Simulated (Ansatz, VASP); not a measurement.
**W3Se in VASP and in Ansatz**

The input INCAR:

```
PREC = Accurate
ENCUT = 500
EDIFF = 1E-7
ISMEAR = 0
SIGMA = 0.1
LREAL = F
LASPH = T
NELM = 120
ALGO = Normal
ISIF = 3
LWAVE = F
LCHARG = F
GGA = PE
IBRION = 2
NSW = 100
EDIFFG = -0.01
GGA_COMPAT = F
NELMIN = 4
```

KPOINTS

```
regular mesh
0
Gamma
  6 6 8
```

Contents of POSCAR:

```
W3Se
1.0
    5.8467801435      0.0000000000      0.0000000000
   -2.9233900717      5.0634601346      0.0000000000
    0.0000000000      0.0000000000      4.5761373561
W Se
6 2
Direct
    0.8448928917      0.6897857834      0.2500000000
    0.1551071083      0.8448928917      0.7500000000
    0.3102142166      0.1551071083      0.2500000000
    0.1551071083      0.3102142166      0.7500000000
    0.8448928917      0.1551071083      0.2500000000
    0.6897857834      0.8448928917      0.7500000000
    0.3333333333      0.6666666667      0.2500000000
    0.6666666667      0.3333333333      0.7500000000
```

Input for Ansatz:

```yaml
crystal:
  lattice:
    - [5.8467801435, 0.0, 0.0]
    - [-2.9233900717, 5.0634601346, 0.0]
    - [0.0, 0.0, 4.5761373561]
  atoms:
    - { symbol: W, position: [0.8448928917, 0.6897857834, 0.25] }
    - { symbol: W, position: [0.1551071083, 0.8448928917, 0.75] }
    - { symbol: W, position: [0.3102142166, 0.1551071083, 0.25] }
    - { symbol: W, position: [0.1551071083, 0.3102142166, 0.75] }
    - { symbol: W, position: [0.8448928917, 0.1551071083, 0.25] }
    - { symbol: W, position: [0.6897857834, 0.8448928917, 0.75] }
    - { symbol: Se, position: [0.3333333333, 0.6666666667, 0.25] }
    - { symbol: Se, position: [0.6666666667, 0.3333333333, 0.75] }
basis:
  ecutwfc: 420
kpoints:
  mp_grid: { grid: [6, 6, 8] }
hamiltonian:
  xc: pbe
scf:
  occupations: { method: gaussian, width: 0.1 }
output:
  forces: true
  stress: true
  eigenvalues: true
relax:
  adjacent_minimum: "off"
  f_tol: 0.01
  max_steps: 80
  cell: { stress_tol: 0.05 }
```

Alike in both runs: task relaxation of cell and atoms; functional PBE; k mesh 6 × 6 × 8; occupations gaussian, width 0.1 eV; no spin polarisation.

|  | VASP | Ansatz |
| --- | --- | --- |
| version | VASP 6.6.1 | Ansatz 0.2.0 |
| potentials or method | VASP PAW PBE potentials, release 64 (W_sv, Se), cutoff 500 eV | scalar-relativistic, plane waves, PAW |
| valence electrons in the cell | 96 | 116 |

```csv
,VASP,Ansatz,Ansatz less VASP
"gap on the k mesh at the Fermi level, each at its own relaxed structure (eV)",none,none,-
relaxed volume (Å³/atom),16.98,16.94,-0.042
relaxed cell length with the largest relative difference (Å),4.599,4.594,-0.0052
```

A gap of «none» marks a metal or a gap that the smearing closes. VASP's potentials hold 96 valence electrons a cell and Ansatz's 116, so a difference there can come from the potentials and not from the codes.

Spin-orbit coupling is off throughout.
